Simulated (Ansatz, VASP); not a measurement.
# One calculation of Zr, two programs

Contents of INCAR:

```
SYSTEM = Zr
ALGO     = Normal         ! electronic algorithm
EDIFF    = 1E-7           ! SCF threshold, eV
ENCUT    = 520            ! plane-wave cutoff, eV
ISIF     = 2              ! what is computed and relaxed
ISMEAR   = -1             ! smearing method
LASPH    = .True.         ! aspherical terms in the spheres
LCHARG   = .True.         ! write CHGCAR
LELF     = .True.         ! ELF
LREAL    = .False.        ! projectors in reciprocal space
LVHAR    = .True.       
LWAVE    = .False.        ! write WAVECAR
NBANDS   = 19             ! bands
NELM     = 100            ! most SCF steps
PREC     = Accurate       ! precision mode
SIGMA    = 0.03           ! smearing width, eV
```

KPOINTS

```
k-points
0
Gamma
  13 13 7
  0 0 0
```

The input POSCAR:

```
Zr
1.0
    3.2211887832      0.0000000000      0.0000000000
   -1.6105943915      2.7896313165      0.0000000000
    0.0000000000      0.0000000000      5.1297858246
Zr
2
Direct
    0.3333333333      0.6666666667      0.2500000000
    0.6666666667      0.3333333333      0.7500000000
```

Input for Ansatz:

```yaml
crystal:
  lattice:
    - [3.2211887832, 0.0, 0.0]
    - [-1.6105943915, 2.7896313165, 0.0]
    - [0.0, 0.0, 5.1297858246]
  atoms:
    - { symbol: Zr, position: [0.3333333333, 0.6666666667, 0.25] }
    - { symbol: Zr, position: [0.6666666667, 0.3333333333, 0.75] }
kpoints:
  mp_grid: { grid: [13, 13, 7] }
  band_path:
    path:
      - [0.0, 0.0, 0.0]
      - [0.5, 0.0, 0.0]
      - [0.3333333333, 0.3333333333, 0.0]
      - [0.0, 0.0, 0.0]
      - [0.0, 0.0, 0.5]
      - [0.5, 0.0, 0.5]
      - [0.3333333333, 0.3333333333, 0.5]
      - [0.0, 0.0, 0.5]
      - [0.5, 0.0, 0.5]
    npoints: 5
scf:
  occupations: { method: fermi_dirac, width: 0.03 }
hamiltonian:
  xc: lda
  pseudopotentials: { kind: all_electron, lapw: { basis_error: 0.00025 } }
output:
  forces: true
  stress: true
  eigenvalues: true
```

Change from the starting cell: volume scaled by 0.99.

Alike in both runs: task single point; functional LDA; k mesh 13 × 13 × 7; occupations fermi-dirac, width 0.03 eV; no spin polarisation.

```csv
,VASP,Ansatz
version,VASP 6.6.1,Ansatz 0.2.0
potentials or method,"VASP PAW LDA potentials, release 64 (Zr_sv), cutoff 520 eV","all-electron LAPW, scalar-relativistic"
```

|  | VASP | Ansatz | Ansatz less VASP |
| --- | --- | --- | --- |
| pressure (GPa) | -5.2 | -5.2 | -0.06 |
| traceless stress, the component that is largest in VASP (GPa) | 0.58 | 0.57 | -0.014 |

LDA's correlation is that of Perdew and Zunger in VASP and of Perdew and Wang (1992) in Ansatz. Ansatz ran all-electron here, and VASP with PAW potentials.
